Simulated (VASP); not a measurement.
# Mg3Te (I4/mmm) in VASP: further runs

Aim: see how the results for Mg3Te move with the level of theory and the settings. Levels: PBE, LDA, PBEsol. Tasks: single point.

Everything below comes from runs of VASP 6.6.1. Logs are shortened: lines on timing, memory, paths and dates and some standing lists are left out, and cuts for length are marked.

## Step 1: The cell of the first run

The structure is tetragonal, space group I4/mmm (No. 139). The conventional cell has a = 4.279 Å, b = 4.279 Å, c = 10.565 Å, α = 90.00°, β = 90.00°, γ = 90.00°. Within 4.0 Å of Mg (site symmetry 4/mmm) lie 4 Te at 3.03 Å and 8 Mg at 3.40 Å. Within 4.0 Å of Mg (site symmetry -4m2) lie 8 Mg at 3.03 to 3.40 Å and 4 Te at 3.40 Å. Te (site symmetry 4/mmm) has 12 Mg at 3.03 to 3.40 Å within 4.0 Å.

## Step 2: Single point, PBE

INCAR reads:

```
ALGO = Fast ; EDIFF = 1E-6
ENCUT = 520 ; GGA = PE
ISIF = 2 ; ISMEAR = 0
ISYM = 0 ; LASPH = True
LCHARG = False ; LREAL = False
LWAVE = False ; NBANDS = 14
NELM = 60 ; PREC = Accurate
SIGMA = 0.1
```

KPOINTS reads:

```
k-points
0
Gamma
  5 1 6
```

POSCAR reads:

```
Mg3Te
1.0
   -2.1393600000      2.1393600000      5.2824880000
    2.1393600000     -2.1393600000      5.2824880000
    2.1393600000      2.1393600000     -5.2824880000
Mg Te
3 1
Direct
    0.5000000000      0.5000000000      0.0000000000
    0.7500000000      0.2500000000      0.5000000000
    0.2500000000      0.7500000000      0.5000000000
    0.0000000000      0.0000000000      0.0000000000
```

Potentials or basis: VASP PAW PBE potentials, release 64 (Mg, Te).

Run with:

```console
> cat potpaw_PBE.64/Mg/POTCAR potpaw_PBE.64/Te/POTCAR > POTCAR
> mpirun -np 1 vasp_std > vasp.out
```

OUTCAR:

```text
EDIFF = 1E-6
   ENCUT = 520
   GGA = PE
   ISIF = 2
   ISMEAR = 0
   ISYM = 0
   LASPH = True
   LREAL = False
   NELM = 60
   PREC = Accurate

 ion  position               nearest neighbor table
   1  0.500  0.500  0.000-   4 3.03   4 3.03   4 3.03   4 3.03   3 3.40   2 3.40   3 3.40   2 3.40
                             3 3.40   3 3.40   2 3.40   2 3.40
   2  0.750  0.250  0.500-   3 3.03   3 3.03   3 3.03   3 3.03   4 3.40   1 3.40   4 3.40   4 3.40
                             1 3.40   1 3.40   4 3.40   1 3.40
   3  0.250  0.750  0.500-   2 3.03   2 3.03   2 3.03   2 3.03   4 3.40   1 3.40   4 3.40   1 3.40
                             4 3.40   4 3.40   1 3.40   1 3.40
   4  0.000  0.000  0.000-   1 3.03   1 3.03   1 3.03   1 3.03   3 3.40   2 3.40   3 3.40   3 3.40
                             2 3.40   2 3.40   3 3.40   2 3.40

IMPORTANT INFORMATION: All symmetrisations will be switched off!
NOSYMM: (Re-)initialisation of all symmetry stuff for point group C_1.

----------------------------------------------------------------------------------------

                                     Primitive cell

  volume of cell :      96.7089

  direct lattice vectors                    reciprocal lattice vectors
    -2.139360000  2.139360000  5.282488000     0.000000000  0.233714756  0.094652368
     2.139360000 -2.139360000  5.282488000     0.233714756  0.000000000  0.094652368
     2.139360000  2.139360000 -5.282488000     0.233714756  0.233714756  0.000000000

  length of vectors
     6.087561243  6.087561243  6.087561243     0.252154036  0.252154036  0.330522577

  position of ions in fractional coordinates (direct lattice)
     0.500000000  0.500000000  0.000000000
     0.750000000  0.250000000  0.500000000
     0.250000000  0.750000000  0.500000000
     0.000000000  0.000000000  0.000000000

  ion indices of the primitive-cell ions
   primitive index   ion index
                 1           1
                 2           2
                 3           3
                 4           4

----------------------------------------------------------------------------------------

 KPOINTS: k-points

Automatic generation of k-mesh.
 Grid dimensions read from file:
 generate k-points for:    5    1    6

 Generating k-lattice:

  Cartesian coordinates                     Fractional coordinates (reciprocal lattice)
     0.000000000  0.046742951  0.018930474     0.200000000  0.000000000 -0.000000000
     0.233714756  0.000000000  0.094652368     0.000000000  1.000000000  0.000000000
     0.038952459  0.038952459  0.000000000     0.000000000  0.000000000  0.166666667

  Length of vectors
     0.050430807  0.252154036  0.055087096

  Shift w.r.t. Gamma in fractional coordinates (k-lattice)
[... 83 lines left out ...]
   IMIX   =      4    mixing-type and parameters
     AMIX     =   0.40;   BMIX     =  1.00
     AMIX_MAG =   1.60;   BMIX_MAG =  1.00
  volume/ion in A,a.u.               =      24.18       163.16
  Fermi-wavevector in a.u.,A,eV,Ry     =   0.816544  1.543045  9.071614  0.666745
  Thomas-Fermi vector in A             =   1.926832
   LORBIT       =      0    0 simple, 1 ext, 2 COOP (PROOUT), +10 PAW based schemes
   GGA     = PE    functional components
   LHFCALC =     F    Hartree Fock is set to
   AEXX    =    0.0000 exact exchange contribution
   IVDW    =     0    specifies the selected vdW correction
   LEPSILON=     F    determine dielectric tensor
   LRPA    =     F    only Hartree local field effects (RPA)
 non-spin polarized calculation
 RMM-DIIS sequential band-by-band and
 Gauss-broadening in eV      SIGMA  =   0.10
  energy-cutoff  :      520.00
  volume of cell :       96.71
 maximum number of plane-waves:      2624
 NGX is ok and might be reduce to    48
   NGX = 23   NGY = 23   NGZ = 23

 number of electron      12.0000000 magnetization

 Free energy of the ion-electron system (eV)
  ---------------------------------------------------
  ext. energy  EPLUGINS =         0.00000000
  ---------------------------------------------------
  free energy    TOTEN  =        -8.67524412 eV

  energy without entropy =       -8.65992785  energy(sigma->0) =       -8.66758599

 E-fermi :   4.3547     XC(G=0):  -8.9379

 val. band max:        4.2998522279   @ k =   0.0000   0.0000   0.3333
 cond. band min:       4.3728429317   @ k =   0.2000   0.0000   0.5000
 fundamental gap:      0.0729907038
 Fermi energy:         4.3547485565

 k-point     1 :       0.0000    0.0000    0.0000
  band No.  band energies     occupation
      1      -7.7106      2.00000
      2       0.2579      2.00000
      3       0.3526      2.00000
      4       1.8996      2.00000
      5       1.9396      2.00000
      6       4.8095      0.00000
      7       5.7626      0.00000
      8       6.1113      0.00000
      9       6.1638      0.00000
     10       6.3336      0.00000
     11       8.1210      0.00000
     12      10.9833      0.00000
     13      10.9950      0.00000
     14      11.1995      0.00000
[... 241 lines left out ...]
      1      -7.1636      2.00000
      2      -1.5035      2.00000
      3       0.2902      2.00000
      4       1.5762      2.00000
      5       2.0709      2.00000
      6       4.5065      0.03185
      7       5.7754      0.00000
      8       6.1522      0.00000
      9       7.2562      0.00000
     10       7.7862      0.00000
     11       8.4613      0.00000
     12       8.7093      0.00000
     13      10.6022      0.00000
     14      11.1254      0.00000

------------------------ aborting loop because EDIFF is reached ----------------------------------------

  FORCE on cell =-STRESS in cart. coord.  units (eV):
  Direction    XX          YY          ZZ          XY          YZ          ZX
  --------------------------------------------------------------------------------------
  -------------------------------------------------------------------------------------
  Total       -1.6596071     -1.3648528      0.9861144     -1.1079182     -1.1822390      1.4314311
  in kB      -27.4947401    -22.6115404     16.3369738    -18.3549004    -19.5861737     23.7145441
  external PRESSURE =     -11.2564356 kB  Pullay stress =       0.0000000 kB

 VOLUME and BASIS-vectors are now :
 -----------------------------------------------------------------------------
  energy-cutoff  :      520.00
  volume of cell :       96.71
      direct lattice vectors                 reciprocal lattice vectors
    -2.139360000  2.139360000  5.282488000     0.000000000  0.233714756  0.094652368
     2.139360000 -2.139360000  5.282488000     0.233714756  0.000000000  0.094652368
     2.139360000  2.139360000 -5.282488000     0.233714756  0.233714756  0.000000000

 POSITION                                       TOTAL-FORCE (eV/Angst)
 -----------------------------------------------------------------------------------
      0.00000      0.00000      5.28249        -0.000000     -0.000001     -0.000000
      0.00000      2.13936      2.64124         0.198778      0.125629     -0.005554
      2.13936      0.00000      2.64124        -0.198779     -0.125632      0.005553
      0.00000      0.00000      0.00000         0.000001      0.000004      0.000001
 -----------------------------------------------------------------------------------
    total drift:                                0.000002      0.000005      0.000001

  FREE ENERGIE OF THE ION-ELECTRON SYSTEM (eV)
  ---------------------------------------------------
  free  energy   TOTEN  =        -8.6752441178 eV

  energy  without entropy=       -8.6599278526  energy(sigma->0) =       -8.66758599
```

OSZICAR:

```text
N       E                     dE             d eps       ncg     rms          rms(c)
DAV:   1     0.184310616602E+02    0.18431E+02   -0.37880E+03   448   0.627E+02
DAV:   2    -0.720681613688E+01   -0.25638E+02   -0.24005E+02   574   0.868E+01
DAV:   3    -0.878297297484E+01   -0.15762E+01   -0.15635E+01   580   0.185E+01
DAV:   4    -0.879888259977E+01   -0.15910E-01   -0.15908E-01   532   0.245E+00
DAV:   5    -0.879912881023E+01   -0.24621E-03   -0.24621E-03   586   0.324E-01    0.525E+00
RMM:   6    -0.870861048282E+01    0.90518E-01   -0.54930E-02   448   0.890E-01    0.313E+00
RMM:   7    -0.867814059309E+01    0.30470E-01   -0.46743E-02   465   0.947E-01    0.465E-01
RMM:   8    -0.867524779094E+01    0.28928E-02   -0.45477E-03   484   0.356E-01    0.659E-02
RMM:   9    -0.867524335191E+01    0.44390E-05   -0.57589E-04   541   0.147E-01    0.636E-02
RMM:  10    -0.867524683836E+01   -0.34864E-05   -0.11060E-04   548   0.600E-02    0.427E-02
RMM:  11    -0.867524459395E+01    0.22444E-05   -0.13218E-05   545   0.233E-02    0.794E-03
RMM:  12    -0.867524411781E+01    0.47614E-06   -0.32720E-06   498   0.113E-02
   1 F= -.86752441E+01 E0= -.86675860E+01  d E =-.153163E-01
```

stdout:

```text
POSCAR found type information on POSCAR MgTe
 POSCAR found :  2 types and       4 ions
 scaLAPACK will be used
 LDA part: xc-table for (Slater+PW92), standard interpolation
 -----------------------------------------------------------------------------
|                                                                             |
|           W    W    AA    RRRRR   N    N  II  N    N   GGGG   !!!           |
|           W    W   A  A   R    R  NN   N  II  NN   N  G    G  !!!           |
|           W    W  A    A  R    R  N N  N  II  N N  N  G       !!!           |
|           W WW W  AAAAAA  RRRRR   N  N N  II  N  N N  G  GGG   !            |
|           WW  WW  A    A  R   R   N   NN  II  N   NN  G    G                |
|           W    W  A    A  R    R  N    N  II  N    N   GGGG   !!!           |
|                                                                             |
|     Your reciprocal lattice and k-lattice belong to different lattice       |
|     classes:                                                                |
|                                                                             |
|        The reciprocal lattice is body-centered tetragonal,                  |
|        whereas your k-lattice is triclinic.                                 |
|                                                                             |
|     Results are often still useful ...                                      |
|                                                                             |
 -----------------------------------------------------------------------------

 POSCAR, INCAR and KPOINTS ok, starting setup
 FFT: planning ... GRIDC
 FFT: planning ... GRID_SOFT
 FFT: planning ... GRID
 WAVECAR not read
 entering main loop
```

Run time: 34 s. Hardware: 1 thread of Intel Xeon Platinum 8375C at 2.90GHz (Ice Lake), shared host; peak memory 0.31 GiB.

Results:

```yaml
Free_energy: -8.6752 eV
Pressure: -1.1 GPa
Largest_force: 0.235 eV/Å
Band_gap_on_the_k_mesh: zero (band 6 reaches 4.81 eV, above the bottom of band 7 at 3.61 eV)
```

Forces in eV/Å, atoms in the order of the input:
```
Mg   0.000  0.000  0.000
Mg   0.199  0.126 -0.006
Mg  -0.199 -0.126  0.006
Te   0.000  0.000  0.000
```

Caveat: the k points lie up to 1.58 Å⁻¹ apart; spin-orbit coupling is left out, which moves the levels of the heavy elements.

(Part 1 of 2 ends here.)
